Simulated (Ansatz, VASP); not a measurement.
## Ta6F in VASP and in Ansatz

INCAR

```
  ALGO = Normal
  DIPOL = 0.5 0.5 0.334
  EDIFF = 1E-6
  ENCUT = 520
  GGA = CA
  IDIPOL = 3
  ISIF = 2
  ISMEAR = 0
  ISPIN = 2
  LASPH = T
  LCHARG = F
  LDIPOL = T
  LMAXMIX = 4
  LORBIT = 11
  LREAL = F
  LWAVE = F
  MAGMOM = 0 0 0 0 0 0 1
  NBANDS = 50
  NELM = 150
  PREC = Accurate
  SIGMA = 0.1
```

KPOINTS

```
k-points
0
Gamma
  6 6 1
```

POSCAR

```
Ta6F
1.0
    4.6002247516      0.0000000000      0.0000000000
   -2.3001123758      3.9839114980      0.0000000000
    0.0000000000      0.0000000000     21.4017722141
Ta F
6 1
Direct
    0.6666666667      0.3333333333      0.1869004099
    0.3333333333      0.6666666667      0.2307760729
    0.0000000000      0.0000000000      0.2746517360
    0.6666666667      0.3333333333      0.3157775353
    0.3333333333      0.6666666667      0.3543568624
    0.0000000000      0.0000000000      0.3925736677
    0.0000000000      0.0000000000      0.5808758307
```

Input for Ansatz:

```yaml
crystal:
  lattice:
    - [4.6002247516, 0.0, 0.0]
    - [-2.3001123758, 3.983911498, 0.0]
    - [0.0, 0.0, 21.4017722141]
  atoms:
    - { symbol: Ta, position: [0.6666666667, 0.3333333333, 0.1869004099] }
    - { symbol: Ta, position: [0.3333333333, 0.6666666667, 0.2307760729] }
    - { symbol: Ta, position: [0.0, 0.0, 0.274651736] }
    - { symbol: Ta, position: [0.6666666667, 0.3333333333, 0.3157775353] }
    - { symbol: Ta, position: [0.3333333333, 0.6666666667, 0.3543568624] }
    - { symbol: Ta, position: [0.0, 0.0, 0.3925736677] }
    - { symbol: F, position: [0.0, 0.0, 0.5808758307], spin: 1.0 }
basis:
  ecutwfc: 420
kpoints:
  mp_grid: { grid: [6, 6, 1] }
hamiltonian:
  xc: lda
  pseudopotentials: { kind: paw, azcp: { folder: soft_1 } }
scf:
  occupations: { method: gaussian, width: 0.1 }
output:
  forces: true
  eigenvalues: true
  populations: true
magnetization:
  spin_polarized: true
efield:
  axis: 3
  dipole_correction: true
  ramp_width: 0.04
```

Alike in both runs: task single point; functional LDA; k mesh 6 × 6 × 1; occupations gaussian, width 0.1 eV; collinear spin.

|  | VASP | Ansatz |
| --- | --- | --- |
| version | VASP 6.6.1 | Ansatz 0.2.0 |
| potentials or method | VASP PAW LDA potentials, release 64 (Ta_pv, F), cutoff 520 eV | scalar-relativistic, plane waves, PAW |
| valence electrons in the cell | 73 | 85 |

VASP gave:

- gap on the k mesh at the Fermi level (eV): none
- rms of the force components (eV/Å): 0.735
- net moment per atom (μB): 0.10
- size of the moment on the site where the two differ most (μB): 0.60

Task: Estimate Ansatz's values.

Result: gap on the k mesh at the Fermi level (eV): none; rms of the force components (eV/Å): 0.728; net moment per atom (μB): 0.10; size of the moment on the site where the two differ most (μB): 0.71.

Ansatz warns that its potentials were made for another functional, while VASP's fit it. LDA's correlation is that of Perdew and Zunger in VASP and of Perdew and Wang (1992) in Ansatz. Site moments also hang on the region over which each program counts them. Atom by atom the forces differ by 0.027 eV/Å (rms over components). A gap of «none» marks a metal or a gap that the smearing closes. VASP's potentials hold 73 valence electrons a cell and Ansatz's 85, so a difference there can come from the potentials and not from the codes.

Neither program's run includes spin-orbit coupling.
